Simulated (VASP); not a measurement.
Input of a VASP 6.6.1 run:

INCAR

```
SYSTEM = Ga3BAs4
  PREC = Accurate
  ENCUT = 520
  EDIFF = 1E-6
  ISMEAR = -1
  SIGMA = 0.02
  LREAL = .FALSE.
  LASPH = .TRUE.
  NELM = 150
  ALGO = Normal
  ISIF = 2
  LWAVE = .FALSE.
  LCHARG = .FALSE.
  MAGMOM = 0 0 0 0 0 0 0 0 0 0 0 0 0 0 0 0 0 0 0 0 0 0 0 0
  LORBIT = 11
  LSORBIT = .TRUE.
  GGA_COMPAT = .FALSE.
  LORBMOM = .TRUE.
  GGA = PE
  NBANDS = 80
```

The input KPOINTS:

```
Automatic mesh
0
G
  6 6 6
  0 0 0
```

POSCAR

```
Ga3BAs4
1.0
    5.4502578523      0.0000000000      0.0000000000
    0.0000000000      5.4502578523      0.0000000000
    0.0000000000      0.0000000000      5.4502578523
B As Ga
1 4 3
Direct
    0.0000000000      0.0000000000      0.0000000000
    0.2290595200      0.2290595200      0.2290595200
    0.7709404800      0.7709404800      0.2290595200
    0.7709404800      0.2290595200      0.7709404800
    0.2290595200      0.7709404800      0.7709404800
    0.5000000000      0.5000000000      0.0000000000
    0.5000000000      0.0000000000      0.5000000000
    0.0000000000      0.5000000000      0.5000000000
```

Potentials or basis: VASP PAW PBE potentials, release 64 (B, As, Ga_d).

The run is started by

```bash
$ cat potpaw_PBE.64/B/POTCAR potpaw_PBE.64/As/POTCAR potpaw_PBE.64/Ga_d/POTCAR > POTCAR
$ mpirun -np 1 vasp_ncl > vasp.out
```

(1) What does it give for the largest force?

(2) Predict the net moment.

(3) Predict the pressure.

## Answers

(1) 0.186 eV/Å.

(2) 0.00 μB per cell.

(3) 2.9 GPa.
